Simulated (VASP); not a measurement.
BeS (zincblende type):

```xyz
2
Lattice="0.0000 2.3612 2.3612 2.3612 0.0000 2.3612 2.3612 2.3612 0.0000" Properties=species:S:1:pos:R:3 pbc="T T T"
Be    0.0000    0.0000    0.0000
S     1.1806    1.1806    1.1806
```

- Program: VASP 6.6.1
- Task: relaxation of cell and atoms
- Functional: PBE
- Potentials or basis: VASP PAW PBE potentials, release 64 (Be, S)
- Cutoff: 600 eV
- k mesh: 12 × 12 × 12
- Occupations: fermi-dirac, width 0.05 eV
- Spin: no spin polarisation

At the start: pressure 10.7 GPa; volume 13.16 Å³/atom.

**Question.** How do energy, volume and symmetry change on relaxing?

**Answer.** Over 3 steps the energy falls by 41.3 meV/atom and the volume is 14.49 Å³/atom (+10.1 %); space group F-43m (No. 216, to 0.05 Å).

The path:
```
step  energy change (eV)  largest force (eV/Å)  pressure (GPa)  volume (Å³)
   1              0.0000                0.0000           10.74        26.33
   2             -0.0758                0.0000           -2.52        29.84
   3             -0.0827                0.0000            0.04        28.98
```

Final structure:
```xyz
2
Lattice="0.0000 2.4380 2.4380 2.4380 0.0000 2.4380 2.4380 2.4380 0.0000" Properties=species:S:1:pos:R:3 pbc="T T T"
Be    0.0000    0.0000    0.0000
S     1.2190    1.2190    1.2190
```
